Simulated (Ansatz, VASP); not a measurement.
# One calculation of AlN, two programs

```
CELL_PARAMETERS angstrom
0.00000 2.17930 2.17930
2.17930 0.00000 2.17930
2.17930 2.17930 0.00000
ATOMIC_POSITIONS crystal
Al 0.00000 0.00000 0.00000
N 0.25000 0.25000 0.25000
```

Alike in both runs: task single point; functional PBE; k mesh 8 × 8 × 8; no spin polarisation.

|  | VASP | Ansatz |
| --- | --- | --- |
| version | VASP 6.6.1 | Ansatz 0.2.0 |
| potentials or method | VASP PAW PBE potentials, release 64 (Al, N) | plane waves, PAW |
| plane-wave cutoff (eV) | 520 | 420 |
| occupations | gaussian, width 0.01 eV | fixed |
| valence electrons in the cell | 8 | 8 |

|  | VASP | Ansatz | Ansatz less VASP |
| --- | --- | --- | --- |
| gap on the k mesh at the Fermi level (eV) | 3.32 | 3.33 | +0.008 |
| pressure (GPa) | 6.0 | 6.2 | +0.27 |
